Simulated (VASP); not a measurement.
# K3TaO3 in VASP: further runs

The runs below take K3TaO3 through relaxation of cell and atoms, single point, with PBE.

All numbers are computed with VASP 6.6.1; they aren't measurements. Logs are shortened: lines on timing, memory, paths and dates and some standing lists are left out, and cuts for length are marked.

### 1 The cell of the first run

It takes space group P4mm (No. 99, tetragonal). The conventional cell has a = 4.100 Å, b = 4.100 Å, c = 8.660 Å, α = 90.00°, β = 90.00°, γ = 90.00°. Within 3.4 Å of K (site symmetry 4mm) lie 1 O at 2.60 Å. K (site symmetry 4mm) has 8 O at 2.91 to 2.98 Å and 4 Ta at 3.62 Å and 4 K at 3.72 Å within 3.8 Å. K (site symmetry 4mm) has 4 O at 2.92 Å and 4 K at 3.57 Å and 4 Ta at 3.57 Å within 3.8 Å. Within 2.5 Å of Ta (site symmetry 4mm) lie 5 O at 1.91 to 2.05 Å. Within 2.6 Å of O (site symmetry 4mm) lie 1 Ta at 1.91 Å and 1 K at 2.60 Å. Within 3.0 Å of O (site symmetry 2mm) lie 2 Ta at 2.05 Å and 6 O at 2.80 to 2.90 Å and 4 K at 2.92 to 2.98 Å.

### 2 Relaxation of cell and atoms, PBE

Contents of INCAR:

```
SYSTEM = K3TaO3
PREC     = Accurate       ! precision mode
ENCUT    = 600            ! plane-wave cutoff, eV
EDIFF    = 1E-6           ! SCF threshold, eV
ISMEAR   = 0              ! smearing method
SIGMA    = 0.15           ! smearing width, eV
LREAL    = .False.        ! projectors in reciprocal space
LASPH    = .True.         ! aspherical terms in the spheres
NELM     = 100            ! most SCF steps
ALGO     = Normal         ! electronic algorithm
ISIF     = 3              ! what is computed and relaxed
LWAVE    = .False.        ! write WAVECAR
LCHARG   = .False.        ! write CHGCAR
GGA      = PE             ! functional
IBRION   = 2              ! ionic algorithm
NSW      = 36             ! ionic steps
EDIFFG   = -0.08          ! ionic threshold
```

Contents of KPOINTS:

```
Automatic mesh
0
Gamma
  3 3 2
  0 0 0
```

Contents of POSCAR:

```
K3TaO3
1.0
    4.1000000000      0.0000000000      0.0000000000
    0.0000000000      4.1000000000      0.0000000000
    0.0000000000      0.0000000000      8.6600000000
K Ta O
3 1 3
Direct
    0.0000000000      0.0000000000      0.5200000000
    0.5000000000      0.5000000000      0.2500000000
    0.5000000000      0.5000000000      0.7600000000
    0.0000000000      0.0000000000      0.0000000000
    0.0000000000      0.0000000000      0.2200000000
    0.0000000000      0.5000000000      0.0000000000
    0.5000000000      0.0000000000      0.0000000000
```

Potentials or basis: VASP PAW PBE potentials, release 64 (K_sv, Ta_pv, O).

Run with:

```sh
> cat potpaw_PBE.64/K_sv/POTCAR potpaw_PBE.64/Ta_pv/POTCAR potpaw_PBE.64/O/POTCAR > POTCAR
> mpirun -np 1 vasp_std > vasp.out
```

OUTCAR:

```text
SYSTEM = K3TaO3
   PREC = Accurate
   ENCUT = 600
   EDIFF = 1E-6
   ISMEAR = 0
   LREAL = .False.
   LASPH = .True.
   NELM = 100
   ISIF = 3
   GGA = PE
   IBRION = 2
   NSW = 36
   EDIFFG = -0.08

 ion  position               nearest neighbor table
   1  0.000  0.000  0.520-   5 2.60   3 3.57   3 3.57   3 3.57   3 3.57   2 3.72   2 3.72   2 3.72
                             2 3.72
   2  0.500  0.500  0.250-   4 3.62   4 3.62   4 3.62   4 3.62   1 3.72   1 3.72   1 3.72   1 3.72

   3  0.500  0.500  0.760-   1 3.57   1 3.57   1 3.57   1 3.57   4 3.57   4 3.57   4 3.57   4 3.57

   4  0.000  0.000  0.000-   5 1.91   6 2.05   7 2.05   6 2.05   7 2.05   3 3.57   3 3.57   3 3.57
                             3 3.57   2 3.62   2 3.62   2 3.62   2 3.62
   5  0.000  0.000  0.220-   4 1.91   1 2.60
   6  0.000  0.500  0.000-   4 2.05   4 2.05
   7  0.500  0.000  0.000-   4 2.05   4 2.05

  LATTYP: Found a simple tetragonal cell.
 ALAT       =     4.1000000000
 C/A-ratio  =     2.1121951220

  Lattice vectors:

 A1 = (   4.1000000000,   0.0000000000,   0.0000000000)
 A2 = (   0.0000000000,   4.1000000000,   0.0000000000)
 A3 = (   0.0000000000,   0.0000000000,   8.6600000000)

Analysis of symmetry for initial positions (statically):
=====================================================================
 Subroutine PRICEL returns:
 Original cell was already a primitive cell.

 Routine SETGRP: Setting up the symmetry group for a
 simple tetragonal supercell.

 Subroutine GETGRP returns: Found  8 space group operations
 (whereof  8 operations were pure point group operations)
 out of a pool of 16 trial point group operations.

The static configuration has the point symmetry C_4v.

Analysis of symmetry for dynamics (positions and initial velocities):
=====================================================================
 Subroutine PRICEL returns:
 Original cell was already a primitive cell.

 Routine SETGRP: Setting up the symmetry group for a
 simple tetragonal supercell.

 Subroutine GETGRP returns: Found  8 space group operations
 (whereof  8 operations were pure point group operations)
 out of a pool of 16 trial point group operations.

The dynamic configuration has the point symmetry C_4v.

 Subroutine INISYM returns: Found  8 space group operations
 (whereof  8 operations are pure point group operations),
 and found     1 'primitive' translations

----------------------------------------------------------------------------------------

                                     Primitive cell

  volume of cell :     145.5746
[... 85 lines left out ...]
   NFREE  =      1    steps in history (QN), initial steepest desc. (CG)
   ISIF   =      3    stress and relaxation
   ISYM   =      2    0-nonsym 1-usesym 2-fastsym
   POTIM  = 0.5000    time-step for ionic-motion
   TEBEG  =    0.0;   TEEND  =   0.0 temperature during run
   PSTRESS=    0.0 pullay stress
   NELECT =      56.0000    total number of electrons
   NUPDOWN=      -1.0000    fix difference up-down
   EMIN   =  10.00;   EMAX   =-10.00  energy-range for DOS
   EFERMI =   0.00;   METHOD = LEGACY
   ISMEAR =     0;   SIGMA  =   0.15  broadening in eV -4-tet -1-fermi 0-gaus
   EFERMI_NEDOS =   21; number of points for ismear=-14 and -15
   IALGO  =     38    algorithm
   IMIX   =      4    mixing-type and parameters
     AMIX     =   0.40;   BMIX     =  1.00
     AMIX_MAG =   1.60;   BMIX_MAG =  1.00
  volume/ion in A,a.u.               =      20.80       140.34
  Fermi-wavevector in a.u.,A,eV,Ry     =   1.190627  2.249958 19.287511  1.417592
  Thomas-Fermi vector in A             =   2.326707
   LORBIT       =      0    0 simple, 1 ext, 2 COOP (PROOUT), +10 PAW based schemes
   GGA     = PE    functional components
   LHFCALC =     F    Hartree Fock is set to
   AEXX    =    0.0000 exact exchange contribution
   IVDW    =     0    specifies the selected vdW correction
   LEPSILON=     F    determine dielectric tensor
   LRPA    =     F    only Hartree local field effects (RPA)
 conjugate gradient relaxation of ions
 non-spin polarized calculation
 Gauss-broadening in eV      SIGMA  =   0.15
  energy-cutoff  :      600.00
  volume of cell :      145.57
 maximum number of plane-waves:      4898
 NGX is ok and might be reduce to    36
   NGX = 17   NGY = 17   NGZ = 35

--------------------------------------- Ionic step        1  -------------------------------------------

 number of electron      55.9999992 magnetization

 Free energy of the ion-electron system (eV)
  ---------------------------------------------------
  ext. energy  EPLUGINS =         0.00000000
  ---------------------------------------------------
  free energy    TOTEN  =       -41.12985072 eV

  energy without entropy =      -41.10255049  energy(sigma->0) =      -41.11620061

------------------------ aborting loop because EDIFF is reached ----------------------------------------

  FORCE on cell =-STRESS in cart. coord.  units (eV):
  Direction    XX          YY          ZZ          XY          YZ          ZX
  --------------------------------------------------------------------------------------
  -------------------------------------------------------------------------------------
  Total       -0.4496045     -0.4496045      1.1901130      0.0000000      0.0000000      0.0000000
  in kB       -4.9482959     -4.9482959     13.0982471      0.0000000      0.0000000      0.0000000
  external PRESSURE =       1.0672184 kB  Pullay stress =       0.0000000 kB
[... 104 lines left out ...]
  FREE ENERGIE OF THE ION-ELECTRON SYSTEM (eV)
  ---------------------------------------------------
  free  energy   TOTEN  =       -41.5229406379 eV

  energy  without entropy=      -41.4966065702  energy(sigma->0) =      -41.50977360

[... ionic steps 4 to 26 ...]

--------------------------------------- Ionic step       27  -------------------------------------------

 number of electron      55.9999994 magnetization

------------------------ aborting loop because EDIFF is reached ----------------------------------------
[... 77 lines left out ...]
--------------------------------------- Ionic step       29  -------------------------------------------

 number of electron      55.9999995 magnetization

 Free energy of the ion-electron system (eV)
  ---------------------------------------------------
  ext. energy  EPLUGINS =         0.00000000
  ---------------------------------------------------
  free energy    TOTEN  =       -42.47974343 eV

  energy without entropy =      -42.44460622  energy(sigma->0) =      -42.46217483

 E-fermi :   2.3814     XC(G=0):  -8.0623

 val. band max:        2.3264856984   @ k =   0.3333   0.3333   0.0000
 cond. band min:       2.4310684341   @ k =   0.3333   0.3333   0.5000
 fundamental gap:      0.1045827357
 Fermi energy:         2.3814015362

 k-point     1 :       0.0000    0.0000    0.0000
  band No.  band energies     occupation
      1     -34.8630      2.00000
      2     -34.4880      2.00000
      3     -34.4880      2.00000
      4     -29.6968      2.00000
      5     -29.3360      2.00000
      6     -29.0648      2.00000
[... 239 lines left out ...]
  FREE ENERGIE OF THE ION-ELECTRON SYSTEM (eV)
  ---------------------------------------------------
  free  energy   TOTEN  =       -42.4797434349 eV

  energy  without entropy=      -42.4446062177  energy(sigma->0) =      -42.46217483

 reached required accuracy - stopping structural energy minimisation
```

OSZICAR:

```text
N       E                     dE             d eps       ncg     rms          rms(c)
DAV:   1     0.549808497436E+03    0.54981E+03   -0.31273E+04   396   0.178E+03
DAV:   2    -0.798296012983E+01   -0.55779E+03   -0.55000E+03   513   0.481E+02
DAV:   3    -0.476941624370E+02   -0.39711E+02   -0.39564E+02   472   0.120E+02
[... 298 lines left out ...]
DAV:   3    -0.424797796555E+02    0.24556E-03   -0.90216E-04   565   0.190E-01    0.609E-02
DAV:   4    -0.424797510348E+02    0.28621E-04   -0.11701E-04   527   0.556E-02    0.411E-02
DAV:   5    -0.424797464947E+02    0.45401E-05   -0.20537E-05   662   0.169E-02    0.151E-02
DAV:   6    -0.424797442460E+02    0.22486E-05   -0.52435E-06   470   0.105E-02    0.377E-03
DAV:   7    -0.424797434349E+02    0.81115E-06   -0.52970E-07   236   0.453E-03
  29 F= -.42479743E+02 E0= -.42462175E+02  d E =-.966701E-03
```

CONTCAR:

```text
K3TaO3
   1.00000000000000
     3.9798587547385371   -0.0000000000000000   -0.0000000000000000
    -0.0000000000000000    3.9798587547385371    0.0000000000000000
    -0.0000000000000000    0.0000000000000000   10.9063118249570170
  K               Ta              O
     3     1     3
Direct
     0.0000000000000000    0.0000000000000000    0.5002617351407452
     0.5000000000000000    0.5000000000000000    0.2159321088635399
     0.5000000000000000    0.5000000000000000    0.8125884283067559
     0.0000000000000000    0.0000000000000000    0.0291666489200050
     0.0000000000000000    0.0000000000000000    0.1970089351764902
     0.0000000000000000    0.5000000000000000    0.9975210717962322
     0.5000000000000000    0.0000000000000000    0.9975210717962322

  0.00000000E+00  0.00000000E+00  0.00000000E+00
  0.00000000E+00  0.00000000E+00  0.00000000E+00
  0.00000000E+00  0.00000000E+00  0.00000000E+00
  0.00000000E+00  0.00000000E+00  0.00000000E+00
  0.00000000E+00  0.00000000E+00  0.00000000E+00
  0.00000000E+00  0.00000000E+00  0.00000000E+00
  0.00000000E+00  0.00000000E+00  0.00000000E+00
```

It took 9.4 min on 1 thread of Intel Xeon 6975P-C (Granite Rapids), shared host; peak memory 0.32 GiB.

Results:

```yaml
Free_energy: -42.4797 eV
Relaxed_volume: 24.68 Å³/atom
Relaxed_cell: a = 3.980 Å, b = 3.980 Å, c = 10.906 Å, α = 90.00°, β = 90.00°, γ = 90.00°
Space_group_after_relaxing_to_0.1_Å: P4mm (No. 99)
Energy_gained_by_relaxing: 192.8 meV/atom
Ionic_steps: 29
Pressure_after_relaxing: 0.2 GPa
Largest_force_after_relaxing: 0.072 eV/Å
Band_gap_on_the_k_mesh: zero (bands 28 and 29 overlap by 0.68 eV)
```

Forces in eV/Å, atoms in the order of the input:
```
K    0.000  0.000  0.010
K    0.000  0.000  0.021
K    0.000  0.000  0.020
Ta   0.000  0.000 -0.025
O    0.000  0.000  0.072
O    0.000  0.000 -0.049
O    0.000  0.000 -0.049
```

Step by step:
| step | energy change (eV) | largest force (eV/Å) | pressure (GPa) | volume (Å³) |
| --- | --- | --- | --- | --- |
| 1 | 0.0000 | 4.1240 | 0.11 | 145.57 |
| 2 | -0.1382 | 6.7788 | 6.01 | 145.86 |
| 3 | -0.3931 | 2.4503 | 3.03 | 145.75 |
| 4 | -0.7812 | 0.8070 | -0.07 | 151.22 |
| 5 | -0.8118 | 0.8233 | -1.16 | 153.38 |
| 6 | -0.9304 | 1.1583 | -0.31 | 151.80 |
| 7 | -0.9580 | 1.5310 | 0.54 | 150.61 |
| 8 | -1.0398 | 0.6665 | 1.98 | 150.42 |
| 9 | -1.0659 | 0.5393 | 3.41 | 150.23 |
| 10 | -1.1330 | 0.5669 | 2.78 | 153.04 |
| 11 | -1.2662 | 0.7624 | 1.24 | 161.57 |
| 12 | -1.2679 | 1.7360 | -0.70 | 179.15 |
| 13 | -1.3047 | 1.3441 | 0.13 | 171.42 |
| 14 | -1.2752 | 1.8849 | -1.79 | 175.60 |
| 15 | -1.3309 | 0.2210 | -0.73 | 173.07 |
| 16 | -1.3309 | 0.2212 | -0.72 | 173.03 |
| 17 | -1.3382 | 0.1891 | -0.13 | 171.67 |
| 18 | -1.3391 | 0.1734 | 0.15 | 171.04 |
| 19 | -1.3410 | 0.1490 | 0.18 | 171.11 |
| 20 | -1.3420 | 0.2506 | 0.22 | 171.20 |
| 21 | -1.3430 | 0.1898 | 0.14 | 171.37 |
| 22 | -1.3439 | 0.0920 | 0.00 | 171.64 |
| 23 | -1.3439 | 0.1237 | -0.06 | 171.76 |
| 24 | -1.3445 | 0.1219 | -0.05 | 171.78 |
| 25 | -1.3459 | 0.1187 | -0.01 | 171.84 |
| 26 | -1.3480 | 0.1110 | 0.08 | 171.96 |
| 27 | -1.3489 | 0.1944 | 0.25 | 172.21 |
| 28 | -1.3496 | 0.1039 | 0.25 | 172.44 |
| 29 | -1.3499 | 0.0719 | 0.24 | 172.75 |

Final structure:
```
CELL_PARAMETERS angstrom
3.97986 0.00000 0.00000
0.00000 3.97986 0.00000
0.00000 0.00000 10.90631
ATOMIC_POSITIONS crystal
K 0.00000 0.00000 0.50026
K 0.50000 0.50000 0.21593
K 0.50000 0.50000 0.81259
Ta 0.00000 0.00000 0.02917
O 0.00000 0.00000 0.19701
O 0.00000 0.50000 0.99752
O 0.50000 0.00000 0.99752
```

Levels at points of the mesh, in eV from the Fermi level:
| k point | band 26 | band 27 | band 28 | band 29 | band 30 | band 31 |
| --- | --- | --- | --- | --- | --- | --- |
| (0.00, 0.00, 0.00) | -4.02 | -4.02 | -1.99 | -0.59 | -0.15 | 1.10 |
| (0.00, 0.00, 0.50) | -4.02 | -4.02 | -1.85 | -0.63 | -0.59 | 1.31 |

Caveat: the k points lie up to 0.53 Å⁻¹ apart in the final cell, too coarse for converged energies and pressures of a metal; the volume moved by over 15 % at a fixed basis, so the end points are rough; spin-orbit coupling is left out, which moves the levels of the heavy elements; the relaxation stopped at a loose force limit of 0.08 eV/Å, so its end isn't a converged minimum.

### 3 Single point, PBE

This run uses another cell than the first one, of 29.03 Å³/atom.

Contents of INCAR:

```
ALGO     = Normal         # electronic algorithm
EDIFF    = 1E-6           # SCF threshold, eV
ENCUT    = 520            # plane-wave cutoff, eV
GGA      = PE             # functional
ISIF     = 2              # what is computed and relaxed
ISMEAR   = 0              # smearing method
LASPH    = True           # aspherical terms in the spheres
LCHARG   = False          # write CHGCAR
LREAL    = False          # projectors in reciprocal space
LWAVE    = False          # write WAVECAR
NBANDS   = 37             # bands
NELM     = 80             # most SCF steps
PREC     = Accurate       # precision mode
SIGMA    = 0.2            # smearing width, eV
```

Contents of KPOINTS:

```
k-points
0
Gamma
  6 6 2
```

Contents of POSCAR:

```
K3TaO3
1.0
    3.8905424511      0.0000000000      0.0000000000
    0.0000000000      3.8905424511      0.0000000000
    0.0000000000      0.0000000000     13.4266209456
K Ta O
3 1 3
Direct
    0.0000000000      0.0000000000      0.5382165643
    0.5000000000      0.5000000000      0.2215179246
    0.5000000000      0.5000000000      0.8361199401
    0.0000000000      0.0000000000      0.0224239709
    1.0000000000      0.0000000000      0.1572385841
    0.0000000000      0.5000000000      0.9872415079
    0.5000000000      0.0000000000      0.9872415079
```

Potentials or basis: VASP PAW PBE potentials, release 64 (K_sv, Ta_pv, O).

Run with:

```sh
> cat potpaw_PBE.64/K_sv/POTCAR potpaw_PBE.64/Ta_pv/POTCAR potpaw_PBE.64/O/POTCAR > POTCAR
> mpirun -np 1 vasp_std > vasp.out
```

It took 2.3 min on 1 thread of Intel Xeon 6975P-C (Granite Rapids), shared host; peak memory 0.36 GiB.

Results (log left out):

```yaml
Free_energy: -42.6757 eV
Pressure: 0.2 GPa
Largest_force: 0.297 eV/Å
Band_gap_on_the_k_mesh: zero (bands 28 and 29 overlap by 1.56 eV)
```

Forces in eV/Å, atoms in the order of the input:
```
K    0.000  0.000  0.004
K    0.000  0.000  0.009
K    0.000  0.000 -0.018
Ta   0.000  0.000 -0.288
O    0.000  0.000  0.297
O    0.000  0.000 -0.002
O    0.000  0.000 -0.002
```

Stress tensor (GPa, compression positive):
```
0.15 0.00 0.00
0.00 0.15 0.00
0.00 0.00 0.38
```

Levels at points of the mesh, in eV from the Fermi level:
```
           k point  band 23  band 24  band 25  band 26  band 27  band 28  band 29  band 30  band 31  band 32
(0.00, 0.00, 0.00)    -5.15    -5.15    -5.13    -3.98    -3.98    -2.08    -0.80    -0.57     0.11     2.07
(0.50, 0.00, 0.00)    -5.75    -5.39    -4.98    -4.95    -4.57     0.26     0.51     0.98     1.24     1.67
(0.50, 0.50, 0.00)    -6.58    -6.15    -4.50    -4.50    -3.05     0.18     1.17     1.90     1.90     2.30
(0.00, 0.00, 0.50)    -5.15    -5.15    -5.13    -3.98    -3.98    -2.03    -1.04    -0.57     0.65     1.48
(0.50, 0.00, 0.50)    -5.75    -5.39    -4.98    -4.95    -4.57     0.33     0.50     0.95     1.01     1.67
(0.50, 0.50, 0.50)    -6.58    -6.15    -4.50    -4.50    -3.05     0.19     1.16     1.90     1.90     2.34
```

Caveat: spin-orbit coupling is left out, which moves the levels of the heavy elements.

### 4 Single point, PBE

This run uses another cell than the first one, of 29.00 Å³/atom.

Contents of INCAR:

```
PREC = Accurate
ENCUT = 520
EDIFF = 1E-7
ISMEAR = 0
SIGMA = 0.2
LREAL = False
LASPH = True
NELM = 100
ALGO = Normal
ISIF = 2
LWAVE = False
LCHARG = False
GGA = PE
NBANDS = 37
```

Contents of KPOINTS:

```
Automatic mesh
0
Gamma
  6 6 2
```

Contents of POSCAR:

```
K3TaO3
1.0
    3.8918831015      0.0004209953      0.0274670808
    0.0002353430      3.8912898472     -0.0109028417
    0.0944522072     -0.0378881980     13.4055716934
K Ta O
3 1 3
Direct
   -0.0030811830     -0.0004665002      0.5391148770
    0.4919601013      0.5030615886      0.2213469603
    0.5096188437      0.4968035557      0.8358669151
    0.0011931093     -0.0001639351      0.0221023865
    0.9946541982      0.0022821759      0.1572274547
    0.0028016574      0.4992148453      0.9871334299
    0.5028532731     -0.0007317301      0.9872079764
```

Run with:

```sh
> cat potpaw_PBE.64/K_sv/POTCAR potpaw_PBE.64/Ta_pv/POTCAR potpaw_PBE.64/O/POTCAR > POTCAR
> mpirun -np 1 vasp_std > vasp.out
```

It took 12 min on 1 thread of Intel Xeon 8259CL, shared host; peak memory 0.45 GiB.

The run converged. Its results:

| Property | Result |
| --- | --- |
| Free energy | -42.6758 eV |
| Pressure | 0.2 GPa |
| Largest force | 0.260 eV/Å |
| Band gap on the k mesh | zero (bands 28 and 29 overlap by 1.55 eV) |

Forces in eV/Å, atoms in the order of the input:
```
K    0.002  0.000 -0.002
K    0.000  0.001  0.006
K   -0.001 -0.001 -0.018
Ta   0.000  0.000 -0.212
O   -0.001  0.001  0.260
O    0.000 -0.001 -0.017
O    0.000  0.000 -0.017
```

Stress tensor (GPa, compression positive):
```
 0.16  0.00 -0.03
 0.00  0.17  0.02
-0.03  0.02  0.37
```

Levels at points of the mesh, in eV from the Fermi level:
| k point | band 24 | band 25 | band 26 | band 27 | band 28 | band 29 | band 30 | band 31 | band 32 | band 33 |
| --- | --- | --- | --- | --- | --- | --- | --- | --- | --- | --- |
| (0.00, 0.00, 0.00) | -5.14 | -5.12 | -3.98 | -3.98 | -2.08 | -0.79 | -0.57 | 0.12 | 2.05 | 2.05 |
| (0.50, 0.00, 0.00) | -5.38 | -4.98 | -4.95 | -4.57 | 0.25 | 0.51 | 0.98 | 1.25 | 1.68 | 1.74 |
| (0.00, 0.50, 0.00) | -5.38 | -4.98 | -4.95 | -4.57 | 0.25 | 0.51 | 0.98 | 1.24 | 1.68 | 1.73 |
| (0.50, 0.50, 0.00) | -6.14 | -4.49 | -4.49 | -3.05 | 0.18 | 1.17 | 1.91 | 1.91 | 2.32 | 2.49 |
| (0.00, 0.00, 0.50) | -5.14 | -5.12 | -3.98 | -3.98 | -2.03 | -1.04 | -0.57 | 0.65 | 1.49 | 2.05 |
| (0.50, 0.00, 0.50) | -5.38 | -4.98 | -4.95 | -4.57 | 0.33 | 0.50 | 0.95 | 1.02 | 1.68 | 1.69 |
| (0.00, 0.50, 0.50) | -5.38 | -4.98 | -4.95 | -4.57 | 0.33 | 0.50 | 0.95 | 1.01 | 1.68 | 1.69 |
| (0.50, 0.50, 0.50) | -6.14 | -4.49 | -4.49 | -3.05 | 0.19 | 1.16 | 1.91 | 1.91 | 2.35 | 2.50 |

Caveat: spin-orbit coupling is left out, which moves the levels of the heavy elements.

[end of part 1 of 2]
